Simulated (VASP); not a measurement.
# Hf (P6_3/mmc) in VASP: notebook

The runs below take Hf through single point, with PBE.

Program: VASP 6.6.1. These are calculated values, not measurements. Logs are shortened: lines on timing, memory, paths and dates and some standing lists are left out, and cuts for length are marked.

## Step 1: The cell of the first run

Symmetry: P6_3/mmc, No. 194, hexagonal system. The conventional cell has a = 3.101 Å, b = 3.101 Å, c = 4.982 Å, α = 90.00°, β = 90.00°, γ = 120.00°. Hf (site symmetry -6m2) has 12 Hf at 3.07 to 3.10 Å within 4.0 Å.

## Step 2: Single point, PBE (strain -0.030 along x and y, -0.015 along z)

The input, INCAR:

```
SYSTEM = Hf
PREC = Accurate
ENCUT = 520
EDIFF = 1E-6
ISMEAR = 0
SIGMA = 0.15
LREAL = .FALSE.
LASPH = .TRUE.
NELM = 100
ALGO = Fast
ISIF = 2
LWAVE = .FALSE.
LCHARG = .FALSE.
GGA = PE
NBANDS = 17
```

The input, KPOINTS:

```
regular mesh
0
G
  18 18 10
  0 0 0
```

The input, POSCAR:

```
Hf
1.0
    3.1007975685      0.0000000000      0.0000000000
   -1.5503987842      2.6853694663      0.0000000000
    0.0000000000      0.0000000000      4.9819330000
Hf
2
Direct
    0.3333333333      0.6666666667      0.2500000000
    0.6666666667      0.3333333333      0.7500000000
```

Potentials or basis: VASP PAW PBE potentials, release 64 (Hf_pv).

Started as:

```console
> cat potpaw_PBE.64/Hf_pv/POTCAR > POTCAR
> mpirun -np 1 vasp_std > vasp.out
```

OUTCAR:

```text
SYSTEM = Hf
   PREC = Accurate
   ENCUT = 520
   EDIFF = 1E-6
   ISMEAR = 0
   LREAL = .FALSE.
   LASPH = .TRUE.
   NELM = 100
   ISIF = 2
   GGA = PE

 ion  position               nearest neighbor table
   1  0.333  0.667  0.250-   2 3.07   2 3.07   2 3.07   2 3.07   2 3.07   2 3.07
   2  0.667  0.333  0.750-   1 3.07   1 3.07   1 3.07   1 3.07   1 3.07   1 3.07

  LATTYP: Found a hexagonal cell.
 ALAT       =     3.1007975685
 C/A-ratio  =     1.6066617991

  Lattice vectors:

 A1 = (   3.1007975685,   0.0000000000,   0.0000000000)
 A2 = (  -1.5503987842,   2.6853694663,   0.0000000000)
 A3 = (   0.0000000000,   0.0000000000,   4.9819330000)

Analysis of symmetry for initial positions (statically):
=====================================================================
 Subroutine PRICEL returns:
 Original cell was already a primitive cell.

 Routine SETGRP: Setting up the symmetry group for a
 hexagonal supercell.

 Subroutine GETGRP returns: Found 24 space group operations
 (whereof 12 operations were pure point group operations)
 out of a pool of 24 trial point group operations.

The static configuration has the point symmetry D_3d.
 The point group associated with its full space group is D_6h.

Analysis of symmetry for dynamics (positions and initial velocities):
=====================================================================
 Subroutine PRICEL returns:
 Original cell was already a primitive cell.

 Routine SETGRP: Setting up the symmetry group for a
 hexagonal supercell.

 Subroutine GETGRP returns: Found 24 space group operations
 (whereof 12 operations were pure point group operations)
 out of a pool of 24 trial point group operations.

The dynamic configuration has the point symmetry D_3d.
 The point group associated with its full space group is D_6h.

 Subroutine INISYM returns: Found 24 space group operations
 (whereof 12 operations are pure point group operations),
 and found     1 'primitive' translations

----------------------------------------------------------------------------------------

                                     Primitive cell

  volume of cell :      41.4835

  direct lattice vectors                    reciprocal lattice vectors
     3.100797568  0.000000000  0.000000000     0.322497673  0.186194118  0.000000000
    -1.550398784  2.685369466  0.000000000     0.000000000  0.372388237  0.000000000
     0.000000000  0.000000000  4.981933000     0.000000000  0.000000000  0.200725301

[... 83 lines left out ...]
   EDIFF  = 0.1E-05   stopping-criterion for ELM
   LREAL  =      F    real-space projection
   EDIFFG = 0.1E-04   stopping-criterion for IOM
   NSW    =      0    number of steps for IOM
   IBRION =     -1    ionic relax: 0-MD 1-quasi-New 2-CG
   NFREE  =      0    steps in history (QN), initial steepest desc. (CG)
   ISIF   =      2    stress and relaxation
   ISYM   =      2    0-nonsym 1-usesym 2-fastsym
   POTIM  = 0.5000    time-step for ionic-motion
   TEBEG  =    0.0;   TEEND  =   0.0 temperature during run
   PSTRESS=    0.0 pullay stress
   NELECT =      20.0000    total number of electrons
   NUPDOWN=      -1.0000    fix difference up-down
   EMIN   =  10.00;   EMAX   =-10.00  energy-range for DOS
   EFERMI =   0.00;   METHOD = LEGACY
   ISMEAR =     0;   SIGMA  =   0.15  broadening in eV -4-tet -1-fermi 0-gaus
   EFERMI_NEDOS =   21; number of points for ismear=-14 and -15
   IALGO  =     68    algorithm
   IMIX   =      4    mixing-type and parameters
     AMIX     =   0.40;   BMIX     =  1.00
     AMIX_MAG =   1.60;   BMIX_MAG =  1.00
  volume/ion in A,a.u.               =      20.74       139.97
  Fermi-wavevector in a.u.,A,eV,Ry     =   1.283689  2.425820 22.420451  1.647857
  Thomas-Fermi vector in A             =   2.415927
   LORBIT       =      0    0 simple, 1 ext, 2 COOP (PROOUT), +10 PAW based schemes
   GGA     = PE    functional components
   LHFCALC =     F    Hartree Fock is set to
   AEXX    =    0.0000 exact exchange contribution
   IVDW    =     0    specifies the selected vdW correction
   LEPSILON=     F    determine dielectric tensor
   LRPA    =     F    only Hartree local field effects (RPA)
 non-spin polarized calculation
 RMM-DIIS sequential band-by-band and
 Gauss-broadening in eV      SIGMA  =   0.15
  energy-cutoff  :      520.00
  volume of cell :       41.48
 maximum number of plane-waves:      1132
 NGX is ok and might be reduce to    24
   NGX = 11   NGY = 11   NGZ = 19

 number of electron      19.9999998 magnetization

 Free energy of the ion-electron system (eV)
  ---------------------------------------------------
  ext. energy  EPLUGINS =         0.00000000
  ---------------------------------------------------
  free energy    TOTEN  =       -19.75776229 eV

  energy without entropy =      -19.74145817  energy(sigma->0) =      -19.74961023

 E-fermi :   5.4569     XC(G=0): -11.6324

 val. band max:        5.4447355477   @ k =   0.3333   0.2778   0.4000
 cond. band min:       5.4594142680   @ k =   0.0000   0.0000   0.3000
 fundamental gap:      0.0146787203
 Fermi energy:         5.4568992595

 k-point     1 :       0.0000    0.0000    0.0000
  band No.  band energies     occupation
      1     -25.5566      2.00000
      2     -24.6077      2.00000
      3     -24.6077      2.00000
      4     -24.4776      2.00000
      5     -24.4587      2.00000
      6     -24.4587      2.00000
[... 457 lines left out ...]
      4     -24.8790      2.00000
      5     -24.7399      2.00000
      6     -24.6392      2.00000
[... 9 lines left out ...]
     16      12.1169      0.00000
     17      12.9147      0.00000

 [... further k-points ...]

------------------------ aborting loop because EDIFF is reached ----------------------------------------

  FORCE on cell =-STRESS in cart. coord.  units (eV):
  Direction    XX          YY          ZZ          XY          YZ          ZX
  --------------------------------------------------------------------------------------
  -------------------------------------------------------------------------------------
  Total        2.6884371      2.6884371      2.1844447      0.0000000      0.0000000      0.0000000
  in kB      103.8329313    103.8329313     84.3677172      0.0000000      0.0000000      0.0000000
  external PRESSURE =      97.3445266 kB  Pullay stress =       0.0000000 kB

 VOLUME and BASIS-vectors are now :
 -----------------------------------------------------------------------------
  energy-cutoff  :      520.00
  volume of cell :       41.48
      direct lattice vectors                 reciprocal lattice vectors
     3.100797568  0.000000000  0.000000000     0.322497673  0.186194118  0.000000000
    -1.550398784  2.685369466  0.000000000     0.000000000  0.372388237  0.000000000
     0.000000000  0.000000000  4.981933000     0.000000000  0.000000000  0.200725301

 POSITION                                       TOTAL-FORCE (eV/Angst)
 -----------------------------------------------------------------------------------
     -0.00000      1.79025      1.24548         0.000000      0.000000      0.000000
      1.55040      0.89512      3.73645        -0.000000     -0.000000      0.000000
 -----------------------------------------------------------------------------------
    total drift:                               -0.000000      0.000000     -0.000000

  FREE ENERGIE OF THE ION-ELECTRON SYSTEM (eV)
  ---------------------------------------------------
  free  energy   TOTEN  =       -19.7577622861 eV

  energy  without entropy=      -19.7414581679  energy(sigma->0) =      -19.74961023
```

It took 3.3 min on 1 thread of Intel Xeon 8259CL, shared host; peak memory 0.26 GiB.

What came out:

| Property | Result |
| --- | --- |
| Free energy | -19.7578 eV |
| Pressure | 9.7 GPa |
| Band gap on the k mesh | zero (bands 10 and 11 overlap by 1.61 eV) |

Levels at points of the mesh, in eV from the Fermi level:
```csv
k point,band 6,band 7,band 8,band 9,band 10,band 11,band 12,band 13,band 14,band 15
"(0.00, 0.00, 0.00)",-29.92,-7.63,-3.98,0.80,1.23,1.23,1.35,2.10,2.10,2.94
"(0.50, 0.00, 0.00)",-30.04,-3.47,-3.04,-2.50,-0.60,0.88,0.88,1.74,6.53,6.98
"(0.00, 0.00, 0.50)",-29.99,-5.56,-5.56,0.05,0.05,1.15,1.15,1.15,1.15,5.19
"(0.50, 0.00, 0.50)",-30.17,-3.66,-3.66,-1.17,-1.17,1.47,1.47,2.89,2.89,6.58
```

Caveat: the cell differs from its parent crystal (strain -0.030 along x and y, -0.015 along z); the cell stands under pressure; spin-orbit coupling is left out, which moves the levels of the heavy elements.

## Step 3: Single point, PBE (strain -0.030 along x and y, +0.000 along z)

The input, INCAR:

```
SYSTEM = Hf
  PREC = Accurate
  ENCUT = 520
  EDIFF = 1E-7
  ISMEAR = 0
  SIGMA = 0.15
  LREAL = .False.
  LASPH = .True.
  NELM = 100
  ALGO = Fast
  ISIF = 2
  LWAVE = .False.
  LCHARG = .True.
  GGA = PE
  LELF = .True.
  LVHAR = .True.
  NBANDS = 17
```

The input, KPOINTS:

```
regular mesh
0
Gamma
  18 18 10
  0 0 0
```

Changes to POSCAR since step 2:

```diff
@@ -4,3 +4,3 @@
    -1.5503987842      2.6853694663      0.0000000000
-    0.0000000000      0.0000000000      4.9819330000
+    0.0000000000      0.0000000000      5.0578000000
 Hf
```

Potentials or basis: VASP PAW PBE potentials, release 64 (Hf_pv).

Started as:

```console
> cat potpaw_PBE.64/Hf_pv/POTCAR > POTCAR
> mpirun -np 1 vasp_std > vasp.out
```

Run time: 4.5 min. Hardware: 1 thread of Intel Xeon 8259CL, shared host; peak memory 0.26 GiB.

The run converged. Its results:

* Free energy: -19.7840 eV
* Pressure: 7.6 GPa
* Band gap on the k mesh: zero (bands 10 and 11 overlap by 1.57 eV)

Stress tensor (GPa, compression positive):
```
9.00 0.00 0.00
0.00 9.00 0.00
0.00 0.00 4.88
```

Levels at points of the mesh, in eV from the Fermi level:
```csv
k point,band 8,band 9,band 10,band 11,band 12,band 13
"(0.00, 0.00, 0.00)",-3.96,0.62,1.19,1.27,1.27,2.08
"(0.50, 0.00, 0.00)",-2.97,-2.47,-0.56,0.78,1.01,1.63
"(0.00, 0.00, 0.50)",-5.58,-0.02,-0.02,1.22,1.22,1.22
"(0.50, 0.00, 0.50)",-3.60,-1.18,-1.18,1.43,1.43,2.94
```

Caveat: the cell differs from its parent crystal (strain -0.030 along x and y, +0.000 along z); the cell stands under pressure; spin-orbit coupling is left out, which moves the levels of the heavy elements.
